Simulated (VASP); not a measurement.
Zn:

```
Zn
1.0
     2.67000    0.00000    0.00000
    -1.33500    2.31229    0.00000
     0.00000    0.00000    4.96600
Zn
2
Direct
  0.33333 0.66667 0.25000
  0.66667 0.33333 0.75000
```

```yaml
Program: VASP 6.6.1
Task: relaxation of cell and atoms
Functional: r2SCAN
Potentials_or_basis: VASP PAW PBE potentials, release 64 (Zn)
Cutoff: 600 eV
k_mesh: 10 × 10 × 5
Occupations: gaussian, width 0.1 eV
Spin: no spin polarisation
```

At the start: pressure -4.5 GPa; volume 15.33 Å³/atom.

How do energy, volume and symmetry change on relaxing?

Over 5 steps the energy falls by 14.4 meV/atom and the volume is 14.48 Å³/atom (-5.6 %); space group P6_3/mmc (No. 194, to 0.05 Å).

Step by step:
```
step  energy change (eV)  largest force (eV/Å)  pressure (GPa)  volume (Å³)
   1              0.0000                0.0000           -4.55        30.66
   2             -0.0280                0.0000            0.70        28.77
   3             -0.0284                0.0000           -0.03        28.98
   4             -0.0283                0.0000           -0.17        29.01
   5             -0.0287                0.0000            0.01        28.96
```

Final structure:
```
CELL_PARAMETERS angstrom
2.61393 0.00000 0.00000
-1.30696 2.26373 0.00000
0.00000 0.00000 4.89358
ATOMIC_POSITIONS crystal
Zn 0.33333 0.66667 0.25000
Zn 0.66667 0.33333 0.75000
```

Caveat: the PAW data sets were made with another functional, which shifts forces and pressure a little.
